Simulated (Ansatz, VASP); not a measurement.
# BaS: VASP beside Ansatz

```
CELL_PARAMETERS angstrom
-3.21356 0.00000 -3.21356
-3.21356 -3.21356 0.00000
-6.42713 3.21356 3.21356
ATOMIC_POSITIONS crystal
Ba 0.25000 0.25000 0.25000
Ba 0.75000 0.75000 0.75000
S 0.50000 0.50000 0.50000
S 0.00000 0.00000 0.00000
```

Alike in both runs: task single point; functional PBE; k mesh 4 × 4 × 4; occupations gaussian, width 0.1 eV; no spin polarisation.

|  | VASP | Ansatz |
| --- | --- | --- |
| version | VASP 6.6.1 | Ansatz 0.2.0 |
| potentials or method | VASP PAW PBE potentials, release 64 (Ba_sv, S), cutoff 520 eV | scalar-relativistic, plane waves, PAW |
| valence electrons in the cell | 32 | 32 |

Ansatz gave:

| Item | Value |
| --- | --- |
| gap on the k mesh at the Fermi level (eV) | 2.23 |
| least direct gap on the mesh (eV) | 2.35 |
| pressure (GPa) | 0.0 |

Q: Which values does VASP return?

A: gap on the k mesh at the Fermi level (eV): 2.14; least direct gap on the mesh (eV): 2.28; pressure (GPa): 0.6.

The functional is the same, so the differences come from potentials, cutoffs and numerics.

Spin-orbit coupling is off throughout.
